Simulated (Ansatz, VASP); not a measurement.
## CdI2: VASP beside Ansatz

Contents of POSCAR:

```
CdI2
1.0
    4.2483569105      0.0000000000      0.0000000000
   -2.1241784552      3.6791850088      0.0000000000
    0.0000000000      0.0000000000      6.8844151052
Cd I
1 2
Direct
    0.0000000000      0.0000000000      0.0000000000
    0.3333333333      0.6666666667      0.2495592321
    0.6666666667      0.3333333333      0.7504407679
```

Contents of INCAR.step1:

```
SYSTEM = CdI2
PREC = Accurate ; ENCUT = 550
ISMEAR = 0 ; SIGMA = 0.01
LREAL = .FALSE. ; LASPH = .TRUE.
NELM = 120 ; NBANDS = 20
GGA = PE ; ALGO = Normal
EDIFF = 1E-5 ; LWAVE = .TRUE.
LCHARG = .FALSE. ; GGA_COMPAT = .FALSE.
```

The input INCAR.step2:

```
SYSTEM = CdI2
PREC = Accurate ; ENCUT = 550
EDIFF = 1E-6 ; ISMEAR = 0
SIGMA = 0.01 ; LREAL = .FALSE.
LASPH = .TRUE. ; NELM = 120
ALGO = Normal ; ISIF = 2
LWAVE = .FALSE. ; LCHARG = .FALSE.
METAGGA = R2SCAN ; LMIXTAU = .TRUE.
NBANDS = 20 ; ISTART = 1
GGA_COMPAT = .FALSE.
```

KPOINTS

```
Automatic mesh
0
G
  12 12 4
  0 0 0
```

Input for Ansatz:

```yaml
crystal:
  lattice:
    - [4.2483569105, 0.0, 0.0]
    - [-2.1241784552, 3.6791850088, 0.0]
    - [0.0, 0.0, 6.8844151052]
  atoms:
    - { symbol: Cd, position: [0.0, 0.0, 0.0] }
    - { symbol: I, position: [0.3333333333, 0.6666666667, 0.2495592321] }
    - { symbol: I, position: [0.6666666667, 0.3333333333, 0.7504407679] }
kpoints:
  mp_grid: { grid: [12, 12, 4] }
  band_path:
    path:
      - [0.0, 0.0, 0.0]
      - [0.5, 0.0, 0.0]
      - [0.3333333333, 0.3333333333, 0.0]
      - [0.0, 0.0, 0.5]
      - [0.5, 0.0, 0.5]
      - [0.3333333333, 0.3333333333, 0.5]
      - [-0.125, 0.125, 0.203125]
      - [0.0, 0.455729, 0.359375]
    npoints: 1
hamiltonian:
  xc: r2scan
scf:
  occupations: { method: fixed }
  n_extra_bands: 4
output:
  forces: true
  stress: true
  eigenvalues: true
```

Alike in both runs: task single point; functional r2SCAN; k mesh 12 × 12 × 4; no spin polarisation.

|  | VASP | Ansatz |
| --- | --- | --- |
| version | VASP 6.6.1 | Ansatz 0.2.0 |
| potentials or method | VASP PAW PBE potentials, release 64 (Cd, I) | plane waves, PAW |
| plane-wave cutoff (eV) | 550 | 500 |
| occupations | gaussian, width 0.01 eV | fixed |
| valence electrons in the cell | 26 | 54 |

Ansatz gave:

* gap on the k mesh at the Fermi level (eV): 2.82
* pressure (GPa): 0.9
* rms of the force components (eV/Å): 0.001

Task: Which values does VASP return?

Result: gap on the k mesh at the Fermi level (eV): 2.80; pressure (GPa): 1.0; rms of the force components (eV/Å): 0.010.

VASP's potentials were made for PBE, not for r2SCAN. Atom by atom the forces differ by 0.011 eV/Å (rms over components). VASP's potentials hold 26 valence electrons a cell and Ansatz's 54, so a difference there can come from the potentials and not from the codes.

Spin-orbit coupling is off throughout.
